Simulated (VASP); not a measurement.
Set up this calculation in VASP 6.6.1, as the native input.

```yaml
Task: single point
Functional: PBE
Potentials_or_basis: VASP PAW PBE potentials, release 64 (Sn_d, O)
Cutoff: 520 eV
k_mesh: 6 × 6 × 4
Occupations: gaussian, width 0.05 eV
Spin: non-collinear spin, zero start, spin-orbit coupling
Starting_moments: "[[0.0, 0.0, 0.0], [0.0, 0.0, 0.0], [0.0, 0.0, 0.0], [0.0, 0.0, 0.0]] μB"
Dipole_correction: no
Further_INCAR_settings: ALGO = Normal; EDIFF = 1e-07; NBANDS = 54
```

The structure of SnO lies in POSCAR:

```
SnO
1.0
    3.7839499936      0.0000000000      0.0000000000
    0.0000000000      3.7839499936      0.0000000000
    0.0000000000      0.0000000000      4.6869592902
Sn O
2 2
Direct
    0.0000000000      0.5000000000      0.2435694544
    0.5000000000      0.0000000000      0.7564305456
    0.0000000000      0.0000000000      0.0000000000
    0.5000000000      0.5000000000      0.0000000000
```

The input as run:

INCAR

```
PREC = Accurate ; ENCUT = 520
EDIFF = 1E-7 ; ISMEAR = 0
SIGMA = 0.05 ; LREAL = F
LASPH = T ; NELM = 150
ALGO = Normal ; ISIF = 2
LWAVE = F ; LCHARG = T
LNONCOLLINEAR = T ; MAGMOM = 0 0 0 0 0 0 0 0 0 0 0 0
LORBIT = 11 ; LSORBIT = T
GGA_COMPAT = F ; LORBMOM = T
GGA = PE ; LVHAR = T
NBANDS = 54
```

KPOINTS

```
Automatic mesh
0
Gamma
  6 6 4
```

Potentials or basis: VASP PAW PBE potentials, release 64 (Sn_d, O).

Command:

```bash
$ cat potpaw_PBE.64/Sn_d/POTCAR potpaw_PBE.64/O/POTCAR > POTCAR
$ mpirun -np 1 vasp_ncl > vasp.out
```

Results of the run:

The pressure is 6.7 GPa and the largest force is 0.722 eV/Å. The net moment is 0.00 μB per cell and the valence electrons inside the program's atomic spheres are Sn 12.15; O 5.03.

Caveat: the cell stands under pressure.

Wall time 6.3 min on 1 thread of Intel Xeon 8259CL, on a shared host, peak memory 0.37 GiB.
